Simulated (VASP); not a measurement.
# Ti2W3 (P6_3/mmc) in VASP: single point with PBE

Aim: the single point of Ti2W3 with PBE.

Everything below comes from runs of VASP 6.6.1. Logs are shortened: lines on timing, memory, paths and dates and some standing lists are left out, and cuts for length are marked.

## (1) The cell of the first run

Symmetry: P6_3/mmc, No. 194, hexagonal system. The conventional cell has a = 2.799 Å, b = 2.799 Å, c = 24.451 Å, α = 90.00°, β = 90.00°, γ = 120.00°. Within 3.7 Å of Ti (site symmetry 3m) lie 6 Ti at 2.80 Å and 6 W at 2.93 Å. Within 3.7 Å of W (site symmetry -6m2) lie 6 W at 2.80 Å and 6 Ti at 2.93 Å. W (site symmetry 3m) has 9 W at 2.80 to 2.94 Å and 3 Ti at 2.93 Å within 3.7 Å.

## (2) Single point, PBE

Input file INCAR:

```
ALGO = Fast
EDIFF = 1E-6
ENCUT = 520
GGA = PE
ISIF = 2
ISMEAR = 0
LASPH = T
LCHARG = F
LREAL = F
LWAVE = F
NBANDS = 77
NELM = 100
PREC = Accurate
SIGMA = 0.1
```

Input file KPOINTS:

```
k-points
0
Gamma
  18 18 2
```

Input file POSCAR:

```
Ti2W3
1.0
    2.7990456817      0.0000000000      0.0000000000
   -1.3995228409      2.4240446667      0.0000000000
    0.0000000000      0.0000000000     24.4511540109
Ti W
4 6
Direct
    0.3333333333      0.6666666667      0.1499747522
    0.3333333333      0.6666666667      0.3500252478
    0.6666666667      0.3333333333      0.8500252478
    0.6666666667      0.3333333333      0.6499747522
    0.3333333333      0.6666666667      0.7500000000
    0.3333333333      0.6666666667      0.9498324303
    0.3333333333      0.6666666667      0.5501675697
    0.6666666667      0.3333333333      0.0501675697
    0.6666666667      0.3333333333      0.2500000000
    0.6666666667      0.3333333333      0.4498324303
```

Potentials or basis: VASP PAW PBE potentials, release 64 (Ti_sv, W_sv).

Started as:

```
$ cat potpaw_PBE.64/Ti_sv/POTCAR potpaw_PBE.64/W_sv/POTCAR > POTCAR
$ mpirun -np 1 vasp_std > vasp.out
```

OUTCAR:

```text
EDIFF = 1E-6
   ENCUT = 520
   GGA = PE
   ISIF = 2
   ISMEAR = 0
   LASPH = T
   LREAL = F
   NELM = 100
   PREC = Accurate

 ion  position               nearest neighbor table
   1  0.333  0.667  0.150-   8 2.93   8 2.93   8 2.93   9 2.93   9 2.93   9 2.93
   2  0.333  0.667  0.350-  10 2.93  10 2.93  10 2.93   9 2.93   9 2.93   9 2.93
   3  0.667  0.333  0.850-   6 2.93   6 2.93   6 2.93   5 2.93   5 2.93   5 2.93
   4  0.667  0.333  0.650-   7 2.93   7 2.93   7 2.93   5 2.93   5 2.93   5 2.93
   5  0.333  0.667  0.750-   3 2.93   4 2.93   3 2.93   4 2.93   3 2.93   4 2.93
   6  0.333  0.667  0.950-   3 2.93   3 2.93   3 2.93   8 2.94   8 2.94   8 2.94
   7  0.333  0.667  0.550-   4 2.93   4 2.93   4 2.93  10 2.94  10 2.94  10 2.94
   8  0.667  0.333  0.050-   1 2.93   1 2.93   1 2.93   6 2.94   6 2.94   6 2.94
   9  0.667  0.333  0.250-   1 2.93   2 2.93   1 2.93   2 2.93   1 2.93   2 2.93
  10  0.667  0.333  0.450-   2 2.93   2 2.93   2 2.93   7 2.94   7 2.94   7 2.94

  LATTYP: Found a hexagonal cell.
 ALAT       =     2.7990456817
 C/A-ratio  =     8.7355323176

  Lattice vectors:

 A1 = (   2.7990456817,   0.0000000000,   0.0000000000)
 A2 = (  -1.3995228409,   2.4240446667,   0.0000000000)
 A3 = (   0.0000000000,   0.0000000000,  24.4511540109)

Analysis of symmetry for initial positions (statically):
=====================================================================
 Subroutine PRICEL returns:
 Original cell was already a primitive cell.

 Routine SETGRP: Setting up the symmetry group for a
 hexagonal supercell.

 Subroutine GETGRP returns: Found 24 space group operations
 (whereof 12 operations were pure point group operations)
 out of a pool of 24 trial point group operations.

The static configuration has the point symmetry D_3d.
 The point group associated with its full space group is D_6h.

Analysis of symmetry for dynamics (positions and initial velocities):
=====================================================================
 Subroutine PRICEL returns:
 Original cell was already a primitive cell.

 Routine SETGRP: Setting up the symmetry group for a
 hexagonal supercell.

 Subroutine GETGRP returns: Found 24 space group operations
 (whereof 12 operations were pure point group operations)
 out of a pool of 24 trial point group operations.

The dynamic configuration has the point symmetry D_3d.
 The point group associated with its full space group is D_6h.

 Subroutine INISYM returns: Found 24 space group operations
 (whereof 12 operations are pure point group operations),
 and found     1 'primitive' translations

----------------------------------------------------------------------------------------

                                     Primitive cell

  volume of cell :     165.9014

  direct lattice vectors                    reciprocal lattice vectors
     2.799045682  0.000000000  0.000000000     0.357264623  0.206266826  0.000000000
    -1.399522841  2.424044667  0.000000000     0.000000000  0.412533652  0.000000000
     0.000000000  0.000000000 24.451154011     0.000000000  0.000000000  0.040897865

  length of vectors
     2.799045682  2.799045682 24.451154011     0.412533652  0.412533652  0.040897865

  position of ions in fractional coordinates (direct lattice)
     0.333333333  0.666666667  0.149974752
     0.333333333  0.666666667  0.350025248
     0.666666667  0.333333333  0.850025248
     0.666666667  0.333333333  0.649974752
     0.333333333  0.666666667  0.750000000
     0.333333333  0.666666667  0.949832430
     0.333333333  0.666666667  0.550167570
     0.666666667  0.333333333  0.050167570
     0.666666667  0.333333333  0.250000000
     0.666666667  0.333333333  0.449832430

  ion indices of the primitive-cell ions
   primitive index   ion index
                 1           1
                 2           2
                 3           3
                 4           4
                 5           5
                 6           6
                 7           7
                 8           8
                 9           9
                10          10

----------------------------------------------------------------------------------------

 KPOINTS: k-points

Automatic generation of k-mesh.
 Grid dimensions read from file:
 generate k-points for:   18   18    2

 Generating k-lattice:

  Cartesian coordinates                     Fractional coordinates (reciprocal lattice)
     0.019848035  0.011459268  0.000000000     0.055555556  0.000000000  0.000000000
     0.000000000  0.022918536  0.000000000     0.000000000  0.055555556  0.000000000
     0.000000000  0.000000000  0.020448933     0.000000000  0.000000000  0.500000000

  Length of vectors
     0.022918536  0.022918536  0.020448933

  Shift w.r.t. Gamma in fractional coordinates (k-lattice)
     0.000000000  0.000000000  0.000000000

 Subroutine IBZKPT returns following result:
 ===========================================

 Found     74 irreducible k-points:

 Following reciprocal coordinates:
            Coordinates               Weight
  0.000000  0.000000  0.000000      1.000000
  0.055556 -0.000000  0.000000      6.000000
  0.111111 -0.000000  0.000000      6.000000
  0.166667 -0.000000  0.000000      6.000000
  0.222222 -0.000000  0.000000      6.000000
  0.277778  0.000000  0.000000      6.000000
[... 16 lines left out ...]
  0.333333  0.111111  0.000000     12.000000
  0.388889  0.111111  0.000000     12.000000
 [... further k-points ...]
   k-points           NKPTS =     74   k-points in BZ     NKDIM =     74   number of bands    NBANDS=     77
   number of dos      NEDOS =    301   number of ions     NIONS =     10
   total plane-waves  NPLWV = 110592
   dimension x,y,z NGX =    24 NGY =   24 NGZ =  192
   dimension x,y,z NGXF=    48 NGYF=   48 NGZF=  384
   ions per type =               4   6
   NGX,Y,Z   is equivalent  to a cutoff of  14.25, 14.25, 13.05 a.u.
   NGXF,Y,Z  is equivalent  to a cutoff of  28.51, 28.51, 26.11 a.u.
 SYSTEM =  unknown system
   PREC   = accura    normal or accurate (medium, high low for compatibility)
   ISTART =      0    job   : 0-new  1-cont  2-samecut
   ICHARG =      2    charge: 1-file 2-atom 10-const
   ISPIN  =      1    spin polarized calculation?
   LNONCOLLINEAR =      F non collinear calculations
   LSORBIT =      F    spin-orbit coupling
   LASPH  =      T    aspherical Exc in radial PAW
   ENCUT  =  520.0 eV  38.22 Ry    6.18 a.u.   5.20  5.20 45.46*2*pi/ulx,y,z
   NELM   =    100;   NELMIN=  2; NELMDL= -5     # of ELM steps
   EDIFF  = 0.1E-05   stopping-criterion for ELM
   LREAL  =      F    real-space projection
   EDIFFG = 0.1E-04   stopping-criterion for IOM
   NSW    =      0    number of steps for IOM
   IBRION =     -1    ionic relax: 0-MD 1-quasi-New 2-CG
   NFREE  =      0    steps in history (QN), initial steepest desc. (CG)
   ISIF   =      2    stress and relaxation
   ISYM   =      2    0-nonsym 1-usesym 2-fastsym
   POTIM  = 0.5000    time-step for ionic-motion
   TEBEG  =    0.0;   TEEND  =   0.0 temperature during run
   PSTRESS=    0.0 pullay stress
   NELECT =     132.0000    total number of electrons
   NUPDOWN=      -1.0000    fix difference up-down
   EMIN   =  10.00;   EMAX   =-10.00  energy-range for DOS
   EFERMI =   0.00;   METHOD = LEGACY
   ISMEAR =     0;   SIGMA  =   0.10  broadening in eV -4-tet -1-fermi 0-gaus
   EFERMI_NEDOS =   21; number of points for ismear=-14 and -15
   IALGO  =     68    algorithm
   IMIX   =      4    mixing-type and parameters
     AMIX     =   0.40;   BMIX     =  1.00
     AMIX_MAG =   1.60;   BMIX_MAG =  1.00
  volume/ion in A,a.u.               =      16.59       111.96
  Fermi-wavevector in a.u.,A,eV,Ry     =   1.516990  2.866696 31.310540  2.301260
  Thomas-Fermi vector in A             =   2.626306
   LORBIT       =      0    0 simple, 1 ext, 2 COOP (PROOUT), +10 PAW based schemes
   GGA     = PE    functional components
   LHFCALC =     F    Hartree Fock is set to
   AEXX    =    0.0000 exact exchange contribution
   IVDW    =     0    specifies the selected vdW correction
   LEPSILON=     F    determine dielectric tensor
   LRPA    =     F    only Hartree local field effects (RPA)
 non-spin polarized calculation
 RMM-DIIS sequential band-by-band and
 Gauss-broadening in eV      SIGMA  =   0.10
  energy-cutoff  :      520.00
  volume of cell :      165.90
 maximum number of plane-waves:      4516
 NGX is ok and might be reduce to    24
   NGX = 11   NGY = 11   NGZ = 91

 number of electron     131.9999986 magnetization

 Free energy of the ion-electron system (eV)
  ---------------------------------------------------
  ext. energy  EPLUGINS =         0.00000000
  ---------------------------------------------------
  free energy    TOTEN  =      -105.72919134 eV

  energy without entropy =     -105.64882462  energy(sigma->0) =     -105.68900798

 E-fermi :   9.8011     XC(G=0): -12.7109

 val. band max:        9.7980650272   @ k =   0.3889   0.2222   0.5000
 cond. band min:       9.8021807219   @ k =   0.1111  -0.0000   0.5000
 fundamental gap:      0.0041156947
 Fermi energy:         9.8010664098

 k-point     1 :       0.0000    0.0000    0.0000
  band No.  band energies     occupation
      1     -64.0100      2.00000
      2     -64.0100      2.00000
      3     -63.9737      2.00000
      4     -63.9737      2.00000
      5     -63.9004      2.00000
      6     -63.9004      2.00000
[... 69 lines left out ...]
     76      10.7665      0.00000
     77      10.8235      0.00000

 k-point     2 :       0.0556   -0.0000    0.0000
  band No.  band energies     occupation
      1     -64.0071      2.00000
      2     -64.0071      2.00000
      3     -63.9713      2.00000
      4     -63.9713      2.00000
      5     -63.8977      2.00000
      6     -63.8977      2.00000
[... 69 lines left out ...]
     76      10.7585      0.00000
     77      10.8609      0.00000
[... 1678 lines left out ...]
     76      11.8743      0.00000
     77      12.0034      0.00000

 k-point    24 :       0.3889    0.1111    0.0000
  band No.  band energies     occupation
      1     -63.9082      2.00000
      2     -63.9082      2.00000
      3     -63.8963      2.00000
      4     -63.8963      2.00000
      5     -63.8107      2.00000
      6     -63.8107      2.00000
[... 69 lines left out ...]
     76      12.0499      0.00000
     77      12.1023      0.00000

 [... further k-points ...]

------------------------ aborting loop because EDIFF is reached ----------------------------------------

  FORCE on cell =-STRESS in cart. coord.  units (eV):
  Direction    XX          YY          ZZ          XY          YZ          ZX
  --------------------------------------------------------------------------------------
  -------------------------------------------------------------------------------------
  Total        0.1528653      0.1528653      0.0033962     -0.0000000      0.0000000      0.0000000
  in kB        1.4762831      1.4762831      0.0327982     -0.0000000      0.0000000      0.0000000
  external PRESSURE =       0.9951215 kB  Pullay stress =       0.0000000 kB

 VOLUME and BASIS-vectors are now :
 -----------------------------------------------------------------------------
  energy-cutoff  :      520.00
  volume of cell :      165.90
      direct lattice vectors                 reciprocal lattice vectors
     2.799045682  0.000000000  0.000000000     0.357264623  0.206266826  0.000000000
    -1.399522841  2.424044667  0.000000000     0.000000000  0.412533652  0.000000000
     0.000000000  0.000000000 24.451154011     0.000000000  0.000000000  0.040897865

 POSITION                                       TOTAL-FORCE (eV/Angst)
 -----------------------------------------------------------------------------------
     -0.00000      1.61603      3.66706        -0.000000      0.000000      0.001447
     -0.00000      1.61603      8.55852        -0.000000      0.000000     -0.001447
      1.39952      0.80801     20.78410         0.000000     -0.000000     -0.001447
      1.39952      0.80801     15.89263         0.000000     -0.000000      0.001447
     -0.00000      1.61603     18.33837        -0.000000      0.000000      0.000000
     -0.00000      1.61603     23.22450         0.000000     -0.000000     -0.019600
     -0.00000      1.61603     13.45223         0.000000     -0.000000      0.019600
      1.39952      0.80801      1.22665         0.000000      0.000000      0.019600
      1.39952      0.80801      6.11279         0.000000     -0.000000      0.000000
      1.39952      0.80801     10.99892         0.000000      0.000000     -0.019600
 -----------------------------------------------------------------------------------
    total drift:                               -0.000001      0.000000     -0.000000

  FREE ENERGIE OF THE ION-ELECTRON SYSTEM (eV)
  ---------------------------------------------------
  free  energy   TOTEN  =      -105.7291913357 eV

  energy  without entropy=     -105.6488246175  energy(sigma->0) =     -105.68900798
```

Wall time 34 min (1 thread of Intel Xeon 6975P-C (Granite Rapids), shared host); peak memory 0.79 GiB.

What came out:

| Quantity | Value |
| --- | --- |
| Free energy | -105.7292 eV |
| Pressure | 0.1 GPa |
| Largest force | 0.020 eV/Å |
| Band gap on the k mesh | zero (bands 66 and 67 overlap by 1.10 eV) |

Forces on the atoms (eV/Å):
```
Ti   0.000  0.000  0.001
Ti   0.000  0.000 -0.001
Ti   0.000  0.000 -0.001
Ti   0.000  0.000  0.001
W    0.000  0.000  0.000
W    0.000  0.000 -0.020
W    0.000  0.000  0.020
W    0.000  0.000  0.020
W    0.000  0.000  0.000
W    0.000  0.000 -0.020
```

Caveat: spin-orbit coupling is left out, which moves the levels of the heavy elements.
